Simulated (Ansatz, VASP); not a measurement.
## ZnF2: VASP beside Ansatz

The input INCAR:

```
SYSTEM = ZnF2
PREC = Accurate ; ENCUT = 600
EDIFF = 1E-6 ; ISMEAR = 0
SIGMA = 0.02 ; LREAL = .FALSE.
LASPH = .TRUE. ; NELM = 120
ALGO = Normal ; ISIF = 2
LWAVE = .FALSE. ; LCHARG = .TRUE.
GGA = PS ; LELF = .TRUE.
LVHAR = .TRUE. ; NBANDS = 122
GGA_COMPAT = .FALSE.
```

The input KPOINTS:

```
Automatic mesh
0
G
  2 2 2
  0 0 0
```

POSCAR

```
ZnF2
1.0
    4.7171583536      4.7171583536      0.0000000000
   -4.7171583536      4.7171583536      0.0000000000
    0.0000000000     -4.7171583536      6.2573005616
Zn F
8 16
Direct
    0.6250000000      0.1250000000      0.2500000000
    0.8750000000      0.3750000000      0.7500000000
    0.1250000000      0.6250000000      0.2500000000
    0.3750000000      0.8750000000      0.7500000000
    0.0000000000      0.0000000000      0.0000000000
    0.2500000000      0.2500000000      0.5000000000
    0.5000000000      0.5000000000      0.0000000000
    0.7500000000      0.7500000000      0.5000000000
    0.6961638944      0.0000000000      0.0000000000
    0.9461638944      0.2500000000      0.5000000000
    0.1961638944      0.5000000000      0.0000000000
    0.4461638944      0.7500000000      0.5000000000
    0.6250000000      0.8211638944      0.2500000000
    0.8750000000      0.0711638944      0.7500000000
    0.1250000000      0.3211638944      0.2500000000
    0.3750000000      0.5711638944      0.7500000000
    0.3038361056      0.0000000000      0.0000000000
    0.5538361056      0.2500000000      0.5000000000
    0.8038361056      0.5000000000      0.0000000000
    0.0538361056      0.7500000000      0.5000000000
    0.6250000000      0.4288361056      0.2500000000
    0.8750000000      0.6788361056      0.7500000000
    0.1250000000      0.9288361056      0.2500000000
    0.3750000000      0.1788361056      0.7500000000
```

Input for Ansatz:

```yaml
crystal:
  lattice:
    - [4.7171583536, 4.7171583536, 0.0]
    - [-4.7171583536, 4.7171583536, 0.0]
    - [0.0, -4.7171583536, 6.2573005616]
  atoms:
    - { symbol: Zn, position: [0.625, 0.125, 0.25] }
    - { symbol: Zn, position: [0.875, 0.375, 0.75] }
    - { symbol: Zn, position: [0.125, 0.625, 0.25] }
    - { symbol: Zn, position: [0.375, 0.875, 0.75] }
    - { symbol: Zn, position: [0.0, 0.0, 0.0] }
    - { symbol: Zn, position: [0.25, 0.25, 0.5] }
    - { symbol: Zn, position: [0.5, 0.5, 0.0] }
    - { symbol: Zn, position: [0.75, 0.75, 0.5] }
    - { symbol: F, position: [0.6961638944, 0.0, 0.0] }
    - { symbol: F, position: [0.9461638944, 0.25, 0.5] }
    - { symbol: F, position: [0.1961638944, 0.5, 0.0] }
    - { symbol: F, position: [0.4461638944, 0.75, 0.5] }
    - { symbol: F, position: [0.625, 0.8211638944, 0.25] }
    - { symbol: F, position: [0.875, 0.0711638944, 0.75] }
    - { symbol: F, position: [0.125, 0.3211638944, 0.25] }
    - { symbol: F, position: [0.375, 0.5711638944, 0.75] }
    - { symbol: F, position: [0.3038361056, 0.0, 0.0] }
    - { symbol: F, position: [0.5538361056, 0.25, 0.5] }
    - { symbol: F, position: [0.8038361056, 0.5, 0.0] }
    - { symbol: F, position: [0.0538361056, 0.75, 0.5] }
    - { symbol: F, position: [0.625, 0.4288361056, 0.25] }
    - { symbol: F, position: [0.875, 0.6788361056, 0.75] }
    - { symbol: F, position: [0.125, 0.9288361056, 0.25] }
    - { symbol: F, position: [0.375, 0.1788361056, 0.75] }
basis:
  ecutwfc: 420
  xc_grid: 2
kpoints:
  mp_grid: { grid: [2, 2, 2], shift: [0.0, 0.0, 0.0] }
hamiltonian:
  xc: pbesol
scf:
  occupations: { method: gaussian, width: 0.02 }
output:
  forces: true
  stress: true
  eigenvalues: true
```

Alike in both runs: task single point; functional PBEsol; k mesh 2 × 2 × 2; occupations gaussian, width 0.02 eV; no spin polarisation.

```csv
,VASP,Ansatz
version,VASP 6.6.1,Ansatz 0.2.0
potentials or method,"VASP PAW PBE potentials, release 64 (Zn, F), cutoff 600 eV","scalar-relativistic, plane waves, PAW"
valence electrons in the cell,208,208
```

|  | VASP | Ansatz | Ansatz less VASP |
| --- | --- | --- | --- |
| gap on the k mesh at the Fermi level (eV) | 3.37 | 3.45 | +0.084 |
| least direct gap on the mesh (eV) | 3.37 | 3.45 | +0.084 |
| pressure (GPa) | 0.5 | 0.0 | -0.53 |
| traceless stress, the component that is largest in VASP (GPa) | 0.22 | -0.01 | -0.224 |
| rms of the force components (eV/Å) | 0.007 | 0.000 | -0.0067 |

VASP's potentials were made for PBE, not for PBEsol. Atom by atom the forces differ by 0.007 eV/Å (rms over components). With one functional, cell and mesh, what is left measures potentials, basis and numerics.

The k mesh is coarse, so the values compare programs but aren't converged.
